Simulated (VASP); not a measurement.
Set up this calculation in VASP 6.6.1, as the native input.

```
Task                   : single point
Functional             : PBEsol
Potentials or basis    : VASP PAW PBE potentials, release 64 (Ti_sv)
Cutoff                 : 520 eV
k mesh                 : 20 × 20 × 20
Occupations            : gaussian, width 0.15 eV
Spin                   : no spin polarisation
Dipole correction      : no
Further INCAR settings : ALGO = Fast; EDIFF = 1e-06; NBANDS = 12
```

The structure of Ti lies in POSCAR:

```
Ti
1.0
    0.0000000000      1.9995500000      1.9691000000
    1.9995500000      0.0000000000      1.9691000000
    1.9995500000      1.9995500000      0.0000000000
Ti
1
Direct
    0.0000000000      0.0000000000      0.0000000000
```

This cell differs from its parent crystal: strain -0.015 along x and y, -0.030 along z.

The input as run:

INCAR

```
SYSTEM = Ti
ALGO = Fast
EDIFF = 1E-6
ENCUT = 520
GGA = PS
ISIF = 2
ISMEAR = 0
LASPH = .True.
LCHARG = .True.
LELF = .True.
LREAL = .False.
LVHAR = .True.
LWAVE = .False.
NBANDS = 12
NELM = 100
PREC = Accurate
SIGMA = 0.15
```

KPOINTS

```
k-points
0
Gamma
  20 20 20
  0 0 0
```

Potentials or basis: VASP PAW PBE potentials, release 64 (Ti_sv).

Run with:

```bash
$ cat potpaw_PBE.64/Ti_sv/POTCAR > POTCAR
$ mpirun -np 1 vasp_std > vasp.out
```

It gave:

```json
{
  "Pressure": "6.9 GPa",
  "Band gap on the k mesh": "zero (band 6 reaches 10.09 eV, above the bottom of band 7 at 8.73 eV)"
}
```

Caveat: the cell differs from its parent crystal (strain -0.015 along x and y, -0.030 along z); the PAW data sets were made with another functional, which shifts forces and pressure a little.

It took 68 s on 1 thread of Intel(R) Xeon(R) 6975P-C (Granite Rapids), with other jobs on the host, peak memory 0.23 GiB.
